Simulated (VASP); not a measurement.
# RuPt7Se16 (P-3m1) in VASP: notebook

Runs on RuPt7Se16. Level: PBEsol+U. Tasks: single point.

Program: VASP 6.6.1. These are calculated values, not measurements. Logs are shortened: lines on timing, memory, paths and dates and some standing lists are left out, and cuts for length are marked.

## Step 1: The cell of the first run

The structure is trigonal, space group P-3m1 (No. 164). Conventional cell: a = 7.448 Å, b = 7.448 Å, c = 10.124 Å, α = 90.00°, β = 90.00°, γ = 120.00°. Within 3.3 Å of Ru (site symmetry -3m) lie 6 Se at 2.47 Å. Within 3.3 Å of Pt (site symmetry -3m) lie 6 Se at 2.51 Å. Within 3.3 Å of Pt (site symmetry 2/m) lie 6 Se at 2.50 to 2.52 Å. Within 3.3 Å of Pt (site symmetry 2/m) lie 6 Se at 2.51 Å. Within 3.4 Å of Se (site symmetry m) lie 1 Ru at 2.47 Å and 2 Pt at 2.52 Å and 6 Se at 3.27 to 3.36 Å. Se (site symmetry m) has 3 Pt at 2.51 Å and 6 Se at 3.27 to 3.38 Å within 3.4 Å. Within 3.4 Å of Se (site symmetry 3m) lie 3 Pt at 2.50 Å and 6 Se at 3.29 to 3.36 Å. Se (site symmetry 3m) has 3 Pt at 2.51 Å and 6 Se at 3.30 to 3.38 Å within 3.4 Å.

## Step 2: Single point, PBEsol+U, collinear spin, zero start

File INCAR:

```
  ALGO = Normal
  EDIFF = 1E-6
  ENCUT = 520
  GGA = PS
  ISIF = 2
  ISMEAR = 0
  ISPIN = 2
  LASPH = T
  LCHARG = T
  LDAU = T
  LDAUJ = 0 0 0
  LDAUL = 2 -1 -1
  LDAUPRINT = 1
  LDAUTYPE = 2
  LDAUU = 2 0 0
  LELF = T
  LMAXMIX = 4
  LORBIT = 11
  LREAL = Auto
  LUSENCCL = F
  LVHAR = T
  LWAVE = F
  MAGMOM = 0 0 0 0 0 0 0 0 0 0 0 0 0 0 0 0 0 0 0 0 0 0 0 0
  NBANDS = 112
  NELM = 150
  PREC = Accurate
  SIGMA = 0.05
```

File KPOINTS:

```
k-points
0
Gamma
  3 3 2
```

File POSCAR:

```
RuPt7Se16
1.0
    7.4480000000      0.0000000000      0.0000000000
   -3.7240000000      6.4501572000      0.0000000000
    0.0000000000      0.0000000000     10.1240000000
Ru Pt Se
1 7 16
Direct
    0.0000000000      1.0000000000      0.0000000000
    0.0000000000      1.0000000000      0.5000000000
    0.0000000000      0.5000000000      0.0000000000
    0.0000000000      0.5000000000      0.5000000000
    0.5000000000      1.0000000000      0.0000000000
    0.5000000000      1.0000000000      0.5000000000
    0.5000000000      0.5000000000      0.0000000000
    0.5000000000      0.5000000000      0.5000000000
    0.1637911302      0.3275822605      0.1272082310
    0.1665432398      0.3330864797      0.6284345512
    0.1637911302      0.8362088698      0.1272082310
    0.1665432398      0.8334567602      0.6284345512
    0.6666666667      0.3333333333      0.1250914881
    0.6666666667      0.3333333333      0.6286561825
    0.6724177395      0.8362088698      0.1272082310
    0.6669135203      0.8334567602      0.6284345512
    0.3330864797      0.1665432398      0.3715654488
    0.3275822605      0.1637911302      0.8727917690
    0.3333333333      0.6666666667      0.3713438175
    0.3333333333      0.6666666667      0.8749085119
    0.8334567602      0.1665432398      0.3715654488
    0.8362088698      0.1637911302      0.8727917690
    0.8334567602      0.6669135203      0.3715654488
    0.8362088698      0.6724177395      0.8727917690
```

Potentials or basis: VASP PAW PBE potentials, release 64 (Ru_pv, Pt, Se).

Command:

```sh
> cat potpaw_PBE.64/Ru_pv/POTCAR potpaw_PBE.64/Pt/POTCAR potpaw_PBE.64/Se/POTCAR > POTCAR
> mpirun -np 1 vasp_std > vasp.out
```

OUTCAR:

```text
EDIFF = 1E-6
   ENCUT = 520
   GGA = PS
   ISIF = 2
   ISMEAR = 0
   ISPIN = 2
   LASPH = T
   LORBIT = 11
   LREAL = Auto
   NELM = 150
   PREC = Accurate

 ion  position               nearest neighbor table
   1  0.000  0.000  0.000-   9 2.47  24 2.47  22 2.47  11 2.47  15 2.47  18 2.47
   2  0.000  0.000  0.500-  10 2.51  23 2.51  21 2.51  12 2.51  16 2.51  17 2.51
   3  0.000  0.500  0.000-  13 2.50  20 2.50  11 2.52  22 2.52   9 2.52  24 2.52
   4  0.000  0.500  0.500-  12 2.51  21 2.51  10 2.51  23 2.51  14 2.51  19 2.51
   5  0.500  0.000  0.000-  13 2.50  20 2.50  18 2.52  15 2.52  11 2.52  22 2.52
   6  0.500  0.000  0.500-  16 2.51  17 2.51  12 2.51  21 2.51  19 2.51  14 2.51
   7  0.500  0.500  0.000-  13 2.50  20 2.50  18 2.52  15 2.52   9 2.52  24 2.52
   8  0.500  0.500  0.500-  16 2.51  17 2.51  10 2.51  23 2.51  19 2.51  14 2.51
   9  0.164  0.328  0.127-   1 2.47   3 2.52   7 2.52
  10  0.167  0.333  0.628-   2 2.51   4 2.51   8 2.51
  11  0.164  0.836  0.127-   1 2.47   3 2.52   5 2.52
  12  0.167  0.833  0.628-   2 2.51   4 2.51   6 2.51
  13  0.667  0.333  0.125-   5 2.50   3 2.50   7 2.50
  14  0.667  0.333  0.629-   6 2.51   4 2.51   8 2.51
[... 8 lines left out ...]
  23  0.833  0.667  0.372-   2 2.51   4 2.51   8 2.51
  24  0.836  0.672  0.873-   1 2.47   3 2.52   7 2.52

  LATTYP: Found a hexagonal cell.
 ALAT       =     7.4480000000
 C/A-ratio  =     1.3592910849

  Lattice vectors:

 A1 = (   7.4480000000,   0.0000000000,   0.0000000000)
 A2 = (  -3.7240000000,   6.4501572000,   0.0000000000)
 A3 = (   0.0000000000,   0.0000000000,  10.1240000000)

Analysis of symmetry for initial positions (statically):
=====================================================================
 Subroutine PRICEL returns:
 Original cell was already a primitive cell.

 Routine SETGRP: Setting up the symmetry group for a
 hexagonal supercell.

 Subroutine GETGRP returns: Found 12 space group operations
 (whereof 12 operations were pure point group operations)
 out of a pool of 24 trial point group operations.

The static configuration has the point symmetry D_3d.

Analysis of symmetry for dynamics (positions and initial velocities):
=====================================================================
 Subroutine PRICEL returns:
 Original cell was already a primitive cell.

 Routine SETGRP: Setting up the symmetry group for a
 hexagonal supercell.

 Subroutine GETGRP returns: Found 12 space group operations
 (whereof 12 operations were pure point group operations)
 out of a pool of 24 trial point group operations.

The dynamic configuration has the point symmetry D_3d.

Analysis of structural, dynamic, and magnetic symmetry:
=====================================================================
 Subroutine PRICEL returns:
 Original cell was already a primitive cell.

 Routine SETGRP: Setting up the symmetry group for a
 hexagonal supercell.

 Subroutine GETGRP returns: Found 12 space group operations
 (whereof 12 operations were pure point group operations)
 out of a pool of 24 trial point group operations.

The overall configuration has the point symmetry D_3d.

 Subroutine INISYM returns: Found 12 space group operations
 (whereof 12 operations are pure point group operations),
 and found     1 'primitive' translations

----------------------------------------------------------------------------------------

                                     Primitive cell

  volume of cell :     486.3648

  direct lattice vectors                    reciprocal lattice vectors
     7.448000000  0.000000000  0.000000000     0.134264232  0.077517491 -0.000000000
    -3.724000000  6.450157200  0.000000000     0.000000000  0.155034981  0.000000000
     0.000000000  0.000000000 10.124000000     0.000000000 -0.000000000  0.098775188

  length of vectors
     7.448000000  7.447999994 10.124000000     0.155034981  0.155034981  0.098775188

  position of ions in fractional coordinates (direct lattice)
     0.000000000  0.000000000  0.000000000
     0.000000000  0.000000000  0.500000000
     0.000000000  0.500000000  0.000000000
     0.000000000  0.500000000  0.500000000
     0.500000000  0.000000000  0.000000000
[... 118 lines left out ...]
     AMIX     =   0.40;   BMIX     =  1.00
     AMIX_MAG =   1.60;   BMIX_MAG =  1.00
  volume/ion in A,a.u.               =      20.27       136.76
  Fermi-wavevector in a.u.,A,eV,Ry     =   1.175380  2.221146 18.796696  1.381518
  Thomas-Fermi vector in A             =   2.311762
   LORBIT       =     11    0 simple, 1 ext, 2 COOP (PROOUT), +10 PAW based schemes
 LDA+U is selected, type is set to LDAUTYPE =  2
   angular momentum for each species LDAUL =     2   -1   -1
   U (eV)           for each species LDAUU =   2.0  0.0  0.0
   J (eV)           for each species LDAUJ =   0.0  0.0  0.0
   GGA     = PS    functional components
   LHFCALC =     F    Hartree Fock is set to
   AEXX    =    0.0000 exact exchange contribution
   IVDW    =     0    specifies the selected vdW correction
   LEPSILON=     F    determine dielectric tensor
   LRPA    =     F    only Hartree local field effects (RPA)
 spin polarized calculation
 Gauss-broadening in eV      SIGMA  =   0.05
  energy-cutoff  :      520.00
  volume of cell :      486.36
 maximum number of plane-waves:     13135
 NGX is ok and might be reduce to    56
   NGX = 27   NGY = 27   NGZ = 37

 number of electron     179.9999998 magnetization       0.0000084

atom =   1  type =  1  l = 2

 onsite density matrix

spin component  1

  0.6449  0.0000  0.0000  0.1447 -0.0000
  0.0000  0.5496 -0.0000  0.0000  0.1447
  0.0000 -0.0000  0.7046  0.0000 -0.0000
  0.1447  0.0000  0.0000  0.5496  0.0000
 -0.0000  0.1447 -0.0000  0.0000  0.6449

spin component  2

  0.6449  0.0000  0.0000  0.1447 -0.0000
  0.0000  0.5496 -0.0000 -0.0000  0.1447
  0.0000 -0.0000  0.7046  0.0000 -0.0000
  0.1447 -0.0000  0.0000  0.5496  0.0000
 -0.0000  0.1447 -0.0000  0.0000  0.6449

 occupancies and eigenvectors

  o =  0.4449  v = -0.0000 -0.0000 -0.0000 -0.0000 -0.0000 -0.0000  0.8102 -0.0000  0.0000 -0.5862      0.0000  0.0000  0.0000  0.0000  0.0000  0.0000 -0.0000  0.0000 -0.0000  0.0000
  o =  0.4449  v = -0.0000 -0.0000 -0.0000 -0.0000 -0.0000 -0.5862 -0.0000  0.0000  0.8102 -0.0000      0.0000  0.0000  0.0000  0.0000  0.0000  0.0000  0.0000  0.0000  0.0000  0.0000
  o =  0.4449  v = -0.0000  0.8102 -0.0000 -0.0000 -0.5862 -0.0000 -0.0000 -0.0000 -0.0000 -0.0000      0.0000 -0.0000  0.0000  0.0000  0.0000  0.0000  0.0000  0.0000  0.0000  0.0000
  o =  0.4449  v = -0.5862 -0.0000  0.0000  0.8102 -0.0000  0.0000  0.0000  0.0000  0.0000  0.0000      0.0000  0.0000 -0.0000 -0.0000  0.0000 -0.0000 -0.0000 -0.0000 -0.0000 -0.0000
  o =  0.7046  v =  0.0000 -0.0000 -1.0000  0.0000 -0.0000  0.0000  0.0000  0.0000  0.0000  0.0000      0.0000  0.0000  0.0000  0.0000  0.0000  0.0000  0.0000  0.0000  0.0000  0.0000
  o =  0.7046  v =  0.0000  0.0000  0.0000  0.0000  0.0000  0.0000 -0.0000 -1.0000  0.0000 -0.0000      0.0000  0.0000  0.0000  0.0000  0.0000  0.0000  0.0000  0.0000  0.0000  0.0000
  o =  0.7496  v =  0.0000  0.0000  0.0000  0.0000  0.0000  0.0000 -0.5862  0.0000 -0.0000 -0.8102      0.0000  0.0000  0.0000  0.0000  0.0000  0.0000  0.0000  0.0000  0.0000  0.0000
  o =  0.7496  v =  0.0000  0.0000  0.0000  0.0000  0.0000 -0.8102  0.0000 -0.0000 -0.5862  0.0000      0.0000  0.0000  0.0000  0.0000  0.0000  0.0000  0.0000  0.0000  0.0000  0.0000
  o =  0.7496  v =  0.0000 -0.5862  0.0000  0.0000 -0.8102  0.0000  0.0000  0.0000  0.0000  0.0000      0.0000  0.0000  0.0000  0.0000  0.0000  0.0000  0.0000  0.0000  0.0000  0.0000
  o =  0.7496  v = -0.8102  0.0000 -0.0000 -0.5862  0.0000 -0.0000 -0.0000 -0.0000 -0.0000 -0.0000      0.0000  0.0000  0.0000  0.0000  0.0000  0.0000  0.0000  0.0000  0.0000  0.0000

 number of electron     179.9999998 magnetization      -0.0000006

 Free energy of the ion-electron system (eV)
  ---------------------------------------------------
  ext. energy  EPLUGINS =         0.00000000
  ---------------------------------------------------
  free energy    TOTEN  =      -127.69770445 eV

  energy without entropy =     -127.69456662  energy(sigma->0) =     -127.69613554

 E-fermi :   5.9590     XC(G=0): -10.8282

 val. band max:        5.9590015685   @ k =   0.3333   0.3333   0.0000
 cond. band min:       6.1030753995   @ k =   0.3333   0.3333   0.0000
 fundamental gap:      0.1440738310
 Fermi energy:         5.9590020266

 spin component 1

 k-point     1 :       0.0000    0.0000    0.0000
  band No.  band energies     occupation
      1     -35.8328      1.00000
      2     -35.8160      1.00000
      3     -35.8160      1.00000
      4      -9.3020      1.00000
      5      -8.5963      1.00000
      6      -7.7579      1.00000
[... 619 lines left out ...]
    101       7.5963      0.00000
    102       7.9199      0.00000
 Fermi energy:         5.9590020266

 spin component 2

 k-point     1 :       0.0000    0.0000    0.0000
  band No.  band energies     occupation
      1     -35.8328      1.00000
      2     -35.8160      1.00000
      3     -35.8160      1.00000
      4      -9.3020      1.00000
      5      -8.5963      1.00000
      6      -7.7579      1.00000
[... 619 lines left out ...]
    101       7.5963      0.00000
    102       7.9199      0.00000
 [bands above 102 left out]

------------------------ aborting loop because EDIFF is reached ----------------------------------------

  FORCE on cell =-STRESS in cart. coord.  units (eV):
  Direction    XX          YY          ZZ          XY          YZ          ZX
  --------------------------------------------------------------------------------------
  -------------------------------------------------------------------------------------
  Total       -1.0540651     -1.0540651     -5.5028580      0.0000000     -0.0000000      0.0000000
  in kB       -3.4722895     -3.4722895    -18.1274529      0.0000000     -0.0000000      0.0000000
  external PRESSURE =      -8.3573440 kB  Pullay stress =       0.0000000 kB

 VOLUME and BASIS-vectors are now :
 -----------------------------------------------------------------------------
  energy-cutoff  :      520.00
  volume of cell :      486.36
      direct lattice vectors                 reciprocal lattice vectors
     7.448000000  0.000000000  0.000000000     0.134264232  0.077517491 -0.000000000
    -3.724000000  6.450157200  0.000000000     0.000000000  0.155034981  0.000000000
     0.000000000  0.000000000 10.124000000     0.000000000 -0.000000000  0.098775188

 POSITION                                       TOTAL-FORCE (eV/Angst)
 -----------------------------------------------------------------------------------
      0.00000      0.00000      0.00000         0.000000     -0.000000      0.000000
      0.00000      0.00000      5.06200         0.000000     -0.000000      0.000000
     -1.86200      3.22508      0.00000         0.000000     -0.000000      0.000000
     -1.86200      3.22508      5.06200         0.000000     -0.000000      0.000000
      3.72400      0.00000      0.00000         0.000000     -0.000000      0.000000
      3.72400      0.00000      5.06200         0.000000     -0.000000      0.000000
[... 16 lines left out ...]
      3.72400      4.30170      3.76173         0.000000     -0.001513     -0.003468
      3.72400      4.33720      8.83614        -0.000000      0.013720     -0.022969
 -----------------------------------------------------------------------------------
    total drift:                               -0.000000     -0.000000      0.000000

  FREE ENERGIE OF THE ION-ELECTRON SYSTEM (eV)
  ---------------------------------------------------
  free  energy   TOTEN  =      -127.6977044491 eV

  energy  without entropy=     -127.6945666234  energy(sigma->0) =     -127.69613554

 total charge

# of ion       s       p       d       tot
------------------------------------------
    1        0.325   6.266   6.132  12.723
    2        0.678   0.694   8.024   9.396
    3        0.682   0.674   8.030   9.387
    4        0.677   0.691   8.029   9.397
    5        0.682   0.674   8.030   9.387
    6        0.677   0.691   8.029   9.397
[... 16 lines left out ...]
   23        1.487   2.205   0.069   3.761
   24        1.481   2.229   0.067   3.776
--------------------------------------------------
tot         28.837  46.497  63.428 138.762

 magnetization (x)

# of ion       s       p       d       tot
------------------------------------------
    1        0.000  -0.000   0.000   0.000
    2       -0.000  -0.000  -0.000  -0.000
    3       -0.000   0.000   0.000   0.000
    4       -0.000  -0.000  -0.000  -0.000
    5       -0.000   0.000   0.000   0.000
    6       -0.000  -0.000  -0.000  -0.000
[... 16 lines left out ...]
   23       -0.000   0.000  -0.000  -0.000
   24       -0.000  -0.000  -0.000  -0.000
--------------------------------------------------
tot         -0.000  -0.000   0.000  -0.000
```

Run time: 4.3 min. Hardware: 1 × NVIDIA H100 80GB with 1 thread of AMD EPYC 7R13 (Zen 3), shared host; peak memory 1.8 GiB.

What came out:

* Free energy: -127.6977 eV
* Pressure: -0.8 GPa
* Largest force: 0.032 eV/Å
* Band gap on the k mesh: zero (filled and empty bands overlap)
* Net moment: 0.00 μB per cell
* Valence electrons inside the program's atomic spheres: Ru 12.72; Pt 9.40, 9.39 (each value once); Se 3.78, 3.76, 3.77 (each value once)

Forces on the atoms (eV/Å):
```
Ru   0.000  0.000  0.000
Pt   0.000  0.000  0.000
Pt   0.000  0.000  0.000
Pt   0.000  0.000  0.000
Pt   0.000  0.000  0.000
Pt   0.000  0.000  0.000
Pt   0.000  0.000  0.000
Pt   0.000  0.000  0.000
Se   0.000 -0.014  0.023
Se   0.000  0.002  0.003
Se  -0.012  0.007  0.023
Se   0.001 -0.001  0.003
Se   0.000  0.000  0.032
Se   0.000  0.000 -0.002
Se   0.012  0.007  0.023
Se  -0.001 -0.001  0.003
Se   0.001  0.001 -0.003
Se  -0.012 -0.007 -0.023
Se   0.000  0.000  0.002
Se   0.000  0.000 -0.032
Se  -0.001  0.001 -0.003
Se   0.012 -0.007 -0.023
Se   0.000 -0.002 -0.003
Se   0.000  0.014 -0.023
```

Eigenvalues of the final occupation matrices:
| site | spin | trace | eigenvalues |
| --- | --- | --- | --- |
| site 1 d | 1 | 3.09 | 0.44 0.44 0.70 0.75 0.75 |
| site 1 d | 2 | 3.09 | 0.44 0.44 0.70 0.75 0.75 |

Caveat: the PAW data sets were made with another functional, which shifts forces and pressure a little; spin-orbit coupling is left out, which moves the levels of the heavy elements.

[end of part 1 of 2]

The gap in the log of VASP goes by the Fermi energy; the results here count the filled bands.